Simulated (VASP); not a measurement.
# Ca (Immm) in VASP: notebook

Runs on Ca. Level: PBEsol. Tasks: single point.

Everything below comes from runs of VASP 6.6.1. Logs are shortened: lines on timing, memory, paths and dates and some standing lists are left out, and cuts for length are marked.

## Step 1: The cell of the first run

The typed cell holds 2 atoms: a = 3.856 Å, b = 3.858 Å, c = 5.612 Å, α = 90.00°, β = 90.00°, γ = 90.00°.

## Step 2: Single point, PBEsol (strain along c alone, the other axes held: +3.0 %)

Input file INCAR:

```
SYSTEM = Ca
ALGO     = Fast           ! electronic algorithm
EDIFF    = 1E-6           ! SCF threshold, eV
ENCUT    = 520            ! plane-wave cutoff, eV
GGA      = PS             ! functional
ISIF     = 2              ! what is computed and relaxed
ISMEAR   = 0              ! smearing method
LASPH    = .TRUE.         ! aspherical terms in the spheres
LCHARG   = .FALSE.        ! write CHGCAR
LREAL    = .FALSE.        ! projectors in reciprocal space
LWAVE    = .FALSE.        ! write WAVECAR
NBANDS   = 17             ! bands
NELM     = 60             ! most SCF steps
PREC     = Accurate       ! precision mode
SIGMA    = 0.1            ! smearing width, eV
```

Input file KPOINTS:

```
k-points
0
G
  12 12 8
  0 0 0
```

Input file POSCAR:

```
Ca
1.0
    3.8564348458      0.0000000000      0.0000000000
    0.0000000000      3.8575802206      0.0000000000
    0.0000000000      0.0000000000      5.6117562348
Ca
2
Direct
    0.0000000000      0.0000000000      0.5000000000
    0.5000000000      0.5000000000      0.0000000000
```

Potentials or basis: VASP PAW PBE potentials, release 64 (Ca_sv).

Launch:

```
$ cat potpaw_PBE.64/Ca_sv/POTCAR > POTCAR
$ mpirun -np 1 vasp_std > vasp.out
```

OUTCAR:

```text
SYSTEM = Ca
   EDIFF = 1E-6
   ENCUT = 520
   GGA = PS
   ISIF = 2
   ISMEAR = 0
   LASPH = .TRUE.
   LREAL = .FALSE.
   NELM = 60
   PREC = Accurate

 ion  position               nearest neighbor table
   1  0.000  0.000  0.500-
   2  0.500  0.500  0.000-

  LATTYP: Found a simple orthorhombic cell.
 ALAT       =     3.8564348458
 B/A-ratio  =     1.0002970035
 C/A-ratio  =     1.4551668728

  Lattice vectors:

 A1 = (   3.8564348458,   0.0000000000,   0.0000000000)
 A2 = (   0.0000000000,   3.8575802206,   0.0000000000)
 A3 = (   0.0000000000,   0.0000000000,   5.6117562348)

Analysis of symmetry for initial positions (statically):
=====================================================================
 Subroutine PRICEL returns following result:

  LATTYP: Found a body centered orthorhombic cell.
 ALAT       =     3.8564348458
 B/A-ratio  =     1.0002970035
 C/A-ratio  =     1.4551668728

  Lattice vectors:

 A1 = (  -1.9282174229,  -1.9287901103,  -2.8058781174)
 A2 = (   1.9282174229,   1.9287901103,  -2.8058781174)
 A3 = (   1.9282174229,  -1.9287901103,   2.8058781174)

   2 primitive cells build up your supercell.

 Routine SETGRP: Setting up the symmetry group for a
 simple orthorhombic supercell.

 Subroutine GETGRP returns: Found  8 space group operations
 (whereof  8 operations were pure point group operations)
 out of a pool of  8 trial point group operations.

The static configuration has the point symmetry D_2h.

Analysis of symmetry for dynamics (positions and initial velocities):
=====================================================================
 Subroutine PRICEL returns following result:

  LATTYP: Found a body centered orthorhombic cell.
 ALAT       =     3.8564348458
 B/A-ratio  =     1.0002970035
 C/A-ratio  =     1.4551668728

  Lattice vectors:

 A1 = (  -1.9282174229,  -1.9287901103,  -2.8058781174)
 A2 = (   1.9282174229,   1.9287901103,  -2.8058781174)
 A3 = (   1.9282174229,  -1.9287901103,   2.8058781174)

   2 primitive cells build up your supercell.

 Routine SETGRP: Setting up the symmetry group for a
 simple orthorhombic supercell.

 Subroutine GETGRP returns: Found  8 space group operations
 (whereof  8 operations were pure point group operations)
 out of a pool of  8 trial point group operations.

The dynamic configuration has the point symmetry D_2h.

 Subroutine INISYM returns: Found  8 space group operations
 (whereof  8 operations are pure point group operations),
 and found     2 'primitive' translations

----------------------------------------------------------------------------------------

                                     Primitive cell

  volume of cell :      41.7417

  direct lattice vectors                    reciprocal lattice vectors
    -1.928217423 -1.928790110 -2.805878117     0.000000000 -0.259229865 -0.178197334
     1.928217423  1.928790110 -2.805878117     0.259306857  0.000000000 -0.178197334
     1.928217423 -1.928790110  2.805878117     0.259306857 -0.259229865  0.000000000

  length of vectors
     3.912953581  3.912953581  3.912953581     0.314570203  0.314633654  0.366660837

  position of ions in fractional coordinates (direct lattice)
     0.500000000  0.500000000  0.000000000

  ion indices of the primitive-cell ions
   primitive index   ion index
                 1           1

----------------------------------------------------------------------------------------

 KPOINTS: k-points

Automatic generation of k-mesh.
 Grid dimensions read from file:
 generate k-points for:   12   12    8

 Generating k-lattice:

  Cartesian coordinates                     Fractional coordinates (reciprocal lattice)
     0.021608905  0.000000000  0.000000000     0.083333333  0.000000000  0.000000000
     0.000000000  0.021602489  0.000000000     0.000000000  0.083333333  0.000000000
     0.000000000  0.000000000  0.022274667     0.000000000  0.000000000  0.125000000

  Length of vectors
     0.021608905  0.021602489  0.022274667

  Shift w.r.t. Gamma in fractional coordinates (k-lattice)
     0.000000000  0.000000000  0.000000000

 Subroutine IBZKPT returns following result:
 ===========================================

 Found    245 irreducible k-points:

 Following reciprocal coordinates:
            Coordinates               Weight
  0.000000  0.000000  0.000000      1.000000
  0.083333  0.000000  0.000000      2.000000
  0.166667  0.000000  0.000000      2.000000
  0.250000  0.000000  0.000000      2.000000
  0.333333  0.000000  0.000000      2.000000
  0.416667  0.000000  0.000000      2.000000
[... 16 lines left out ...]
  0.083333  0.250000  0.000000      4.000000
  0.166667  0.250000  0.000000      4.000000
 [... further k-points ...]
   k-points           NKPTS =    245   k-points in BZ     NKDIM =    245   number of bands    NBANDS=     17
   number of dos      NEDOS =    301   number of ions     NIONS =      2
   total plane-waves  NPLWV =  37800
   dimension x,y,z NGX =    30 NGY =   30 NGZ =   42
   dimension x,y,z NGXF=    60 NGYF=   60 NGZF=   84
   ions per type =               2
   NGX,Y,Z   is equivalent  to a cutoff of  12.93, 12.93, 12.44 a.u.
   NGXF,Y,Z  is equivalent  to a cutoff of  25.87, 25.86, 24.88 a.u.
 SYSTEM =  Ca
   PREC   = accura    normal or accurate (medium, high low for compatibility)
   ISTART =      0    job   : 0-new  1-cont  2-samecut
   ICHARG =      2    charge: 1-file 2-atom 10-const
   ISPIN  =      1    spin polarized calculation?
   LNONCOLLINEAR =      F non collinear calculations
   LSORBIT =      F    spin-orbit coupling
   LASPH  =      T    aspherical Exc in radial PAW
   ENCUT  =  520.0 eV  38.22 Ry    6.18 a.u.   7.17  7.17 10.43*2*pi/ulx,y,z
   NELM   =     60;   NELMIN=  2; NELMDL= -5     # of ELM steps
   EDIFF  = 0.1E-05   stopping-criterion for ELM
   LREAL  =      F    real-space projection
   EDIFFG = 0.1E-04   stopping-criterion for IOM
   NSW    =      0    number of steps for IOM
   IBRION =     -1    ionic relax: 0-MD 1-quasi-New 2-CG
   NFREE  =      0    steps in history (QN), initial steepest desc. (CG)
   ISIF   =      2    stress and relaxation
   ISYM   =      2    0-nonsym 1-usesym 2-fastsym
   POTIM  = 0.5000    time-step for ionic-motion
   TEBEG  =    0.0;   TEEND  =   0.0 temperature during run
   PSTRESS=    0.0 pullay stress
   NELECT =      20.0000    total number of electrons
   NUPDOWN=      -1.0000    fix difference up-down
   EMIN   =  10.00;   EMAX   =-10.00  energy-range for DOS
   EFERMI =   0.00;   METHOD = LEGACY
   ISMEAR =     0;   SIGMA  =   0.10  broadening in eV -4-tet -1-fermi 0-gaus
   EFERMI_NEDOS =   21; number of points for ismear=-14 and -15
   IALGO  =     68    algorithm
   IMIX   =      4    mixing-type and parameters
     AMIX     =   0.40;   BMIX     =  1.00
     AMIX_MAG =   1.60;   BMIX_MAG =  1.00
  volume/ion in A,a.u.               =      41.74       281.69
  Fermi-wavevector in a.u.,A,eV,Ry     =   1.016760  1.921397 14.065702  1.033800
  Thomas-Fermi vector in A             =   2.150122
   LORBIT       =      0    0 simple, 1 ext, 2 COOP (PROOUT), +10 PAW based schemes
   GGA     = PS    functional components
   LHFCALC =     F    Hartree Fock is set to
   AEXX    =    0.0000 exact exchange contribution
   IVDW    =     0    specifies the selected vdW correction
   LEPSILON=     F    determine dielectric tensor
   LRPA    =     F    only Hartree local field effects (RPA)
 non-spin polarized calculation
 RMM-DIIS sequential band-by-band and
 Gauss-broadening in eV      SIGMA  =   0.10
  energy-cutoff  :      520.00
  volume of cell :       83.48
 maximum number of plane-waves:      2280
 NGX is ok and might be reduce to    30
   NGX = 15   NGY = 15   NGZ = 21

 number of electron      20.0000002 magnetization

 Free energy of the ion-electron system (eV)
  ---------------------------------------------------
  ext. energy  EPLUGINS =         0.00000000
  ---------------------------------------------------
  free energy    TOTEN  =        -4.26819261 eV

  energy without entropy =       -4.25193691  energy(sigma->0) =       -4.26006476

 E-fermi :   1.9357     XC(G=0):  -7.8451

 val. band max:        1.9356441909   @ k =   0.5000   0.0000   0.3750
 cond. band min:       1.9367463908   @ k =   0.3333   0.5000   0.5000
 fundamental gap:      0.0011021999
 Fermi energy:         1.9357435619

 k-point     1 :       0.0000    0.0000    0.0000
  band No.  band energies     occupation
      1     -39.8853      2.00000
      2     -39.8671      2.00000
      3     -21.0139      2.00000
      4     -20.9235      2.00000
      5     -20.9235      2.00000
      6     -20.8780      2.00000
[... 9 lines left out ...]
     16       5.2749      0.00000
     17       5.4493      0.00000

 k-point     2 :       0.0833    0.0000    0.0000
  band No.  band energies     occupation
      1     -39.8846      2.00000
      2     -39.8670      2.00000
      3     -21.0110      2.00000
      4     -20.9284      2.00000
      5     -20.9222      2.00000
      6     -20.8813      2.00000
[... 9 lines left out ...]
     16       5.2789      0.00000
     17       5.3923      0.00000

 k-point     3 :       0.1667    0.0000    0.0000
  band No.  band energies     occupation
      1     -39.8827      2.00000
      2     -39.8669      2.00000
      3     -21.0027      2.00000
      4     -20.9417      2.00000
      5     -20.9184      2.00000
      6     -20.8997      2.00000
[... 9 lines left out ...]
     16       5.2461      0.00000
     17       5.4020      0.00000

 k-point     4 :       0.2500    0.0000    0.0000
  band No.  band energies     occupation
      1     -39.8799      2.00000
      2     -39.8670      2.00000
      3     -20.9898      2.00000
      4     -20.9593      2.00000
      5     -20.9253      2.00000
      6     -20.9128      2.00000
[... 9 lines left out ...]
     16       5.0552      0.00000
     17       5.2537      0.00000
[... 343 lines left out ...]
      1     -39.8799      2.00000
      2     -39.8670      2.00000
      3     -20.9898      2.00000
      4     -20.9592      2.00000
      5     -20.9251      2.00000
      6     -20.9128      2.00000
[... 9 lines left out ...]
     16       5.0564      0.00000
     17       5.2530      0.00000

 k-point    23 :       0.0833    0.2500    0.0000
  band No.  band energies     occupation
      1     -39.8793      2.00000
      2     -39.8668      2.00000
      3     -20.9876      2.00000
      4     -20.9592      2.00000
      5     -20.9265      2.00000
      6     -20.9167      2.00000
[... 9 lines left out ...]
     16       4.9358      0.00000
     17       5.0516      0.00000

 k-point    24 :       0.1667    0.2500    0.0000
  band No.  band energies     occupation
      1     -39.8776      2.00000
      2     -39.8665      2.00000
      3     -20.9812      2.00000
      4     -20.9608      2.00000
      5     -20.9323      2.00000
      6     -20.9257      2.00000
[... 9 lines left out ...]
     16       4.7078      0.00000
     17       4.7320      0.00000

 [... further k-points ...]

------------------------ aborting loop because EDIFF is reached ----------------------------------------

  FORCE on cell =-STRESS in cart. coord.  units (eV):
  Direction    XX          YY          ZZ          XY          YZ          ZX
  --------------------------------------------------------------------------------------
  -------------------------------------------------------------------------------------
  Total       -0.1992451     -0.2034499     -0.3445482      0.0000000      0.0000000      0.0000000
  in kB       -3.8238290     -3.9045251     -6.6124251      0.0000000      0.0000000      0.0000000
  external PRESSURE =      -4.7802598 kB  Pullay stress =       0.0000000 kB

 VOLUME and BASIS-vectors are now :
 -----------------------------------------------------------------------------
  energy-cutoff  :      520.00
  volume of cell :       83.48
      direct lattice vectors                 reciprocal lattice vectors
     3.856434846  0.000000000  0.000000000     0.259306857  0.000000000  0.000000000
     0.000000000  3.857580221  0.000000000     0.000000000  0.259229865  0.000000000
     0.000000000  0.000000000  5.611756235     0.000000000  0.000000000  0.178197334

 POSITION                                       TOTAL-FORCE (eV/Angst)
 -----------------------------------------------------------------------------------
      0.00000      0.00000      2.80588         0.000000     -0.000000      0.000000
      1.92822      1.92879      0.00000         0.000000      0.000000      0.000000
 -----------------------------------------------------------------------------------
    total drift:                                0.000000      0.000000      0.000000

  FREE ENERGIE OF THE ION-ELECTRON SYSTEM (eV)
  ---------------------------------------------------
  free  energy   TOTEN  =        -4.2681926122 eV

  energy  without entropy=       -4.2519369099  energy(sigma->0) =       -4.26006476
```

Wall time 5 min (1 thread of Intel Xeon Platinum 8488C (Sapphire Rapids), shared host); peak memory 0.41 GiB.

What came out:

| Quantity | Value |
| --- | --- |
| Free energy | -4.2682 eV |
| Pressure | -0.5 GPa |
| Band gap on the k mesh | zero (bands 10 and 11 overlap by 0.35 eV) |

Stress tensor (GPa, compression positive):
```
-0.38  0.00  0.00
 0.00 -0.39  0.00
 0.00  0.00 -0.66
```

Levels at points of the mesh, in eV from the Fermi level:
| k point | band 8 | band 9 | band 10 | band 11 | band 12 | band 13 |
| --- | --- | --- | --- | --- | --- | --- |
| (0.00, 0.00, 0.00) | -22.81 | -4.06 | -0.53 | 0.60 | 0.80 | 2.25 |
| (0.50, 0.00, 0.00) | -22.83 | -1.49 | -1.49 | 0.89 | 0.89 | 1.41 |
| (0.00, 0.50, 0.00) | -22.83 | -1.49 | -1.49 | 0.89 | 0.89 | 1.41 |
| (0.50, 0.50, 0.00) | -22.86 | -0.45 | -0.45 | 0.54 | 0.54 | 1.07 |
| (0.00, 0.00, 0.50) | -22.83 | -2.75 | -2.75 | 1.30 | 1.30 | 2.12 |
| (0.50, 0.00, 0.50) | -22.83 | -1.01 | -1.01 | -0.15 | -0.15 | 2.14 |
| (0.00, 0.50, 0.50) | -22.83 | -1.01 | -1.01 | -0.15 | -0.15 | 2.14 |
| (0.50, 0.50, 0.50) | -22.87 | 0.18 | 0.18 | 0.73 | 0.73 | 0.73 |

Caveat: the cell differs from its parent crystal (strain along c alone, the other axes held: +3.0 %); the PAW data sets were made with another functional, which shifts forces and pressure a little.

(Continued in part 2 of 2.)
